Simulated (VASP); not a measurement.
Set up this calculation in VASP 6.6.1, as the native input.

| Quantity | Value |
| --- | --- |
| Task | relaxation of cell and atoms |
| Functional | RPBE |
| Potentials or basis | VASP PAW PBE potentials, release 64 (Ba_sv) |
| Cutoff | 600 eV |
| k mesh | 9 × 9 × 9 |
| Occupations | fermi-dirac, width 0.1 eV |
| Spin | no spin polarisation |
| Dipole correction | no |
| Further INCAR settings | ALGO = Normal; EDIFF = 1e-07; IBRION = 2; EDIFFG = -0.01; NSW = 80; ISIF = 3 |

The structure of Ba lies in POSCAR:

```
Ba
1.0
    0.0000000000      3.1498026247      3.1498026247
    3.1498026247      0.0000000000      3.1498026247
    3.1498026247      3.1498026247      0.0000000000
Ba
1
Direct
    0.0000000000      0.0000000000      0.0000000000
```

These files were run (other wordings do the same):

INCAR

```
ALGO = Normal
EDIFF = 1E-7
EDIFFG = -0.01
ENCUT = 600
GGA = RP
IBRION = 2
ISIF = 3
ISMEAR = -1
LASPH = T
LCHARG = F
LREAL = F
LWAVE = F
NELM = 60
NSW = 80
PREC = Accurate
SIGMA = 0.1
```

KPOINTS

```
k-points
0
Gamma
  9 9 9
```

Potentials or basis: VASP PAW PBE potentials, release 64 (Ba_sv).

The run is started by

```console
$ cat potpaw_PBE.64/Ba_sv/POTCAR > POTCAR
$ mpirun -np 1 vasp_std > vasp.out
```

It gave:

```json
{"Relaxed volume": "70.04 Å³/atom", "Relaxed cell": "a = 4.627 Å, b = 4.627 Å, c = 4.627 Å, α = 60.00°, β = 60.00°, γ = 60.00°", "Space group after relaxing (to 0.05 Å)": "Fm-3m (No. 225)", "Energy gained by relaxing": "21.6 meV/atom", "Ionic steps": "4", "Pressure after relaxing": "0.0 GPa", "Band gap on the k mesh": "zero (band 5 reaches 1.55 eV, above the bottom of band 6 at 1.42 eV)"}
```

Caveat: the PAW data sets were made with another functional, which shifts forces and pressure a little; spin-orbit coupling is left out, which moves the levels of the heavy elements.

Run time: 66 s on 1 thread of Intel(R) Xeon(R) Platinum 8375C CPU @ 2.90GHz (Ice Lake), with other jobs on the host, peak memory 0.22 GiB.
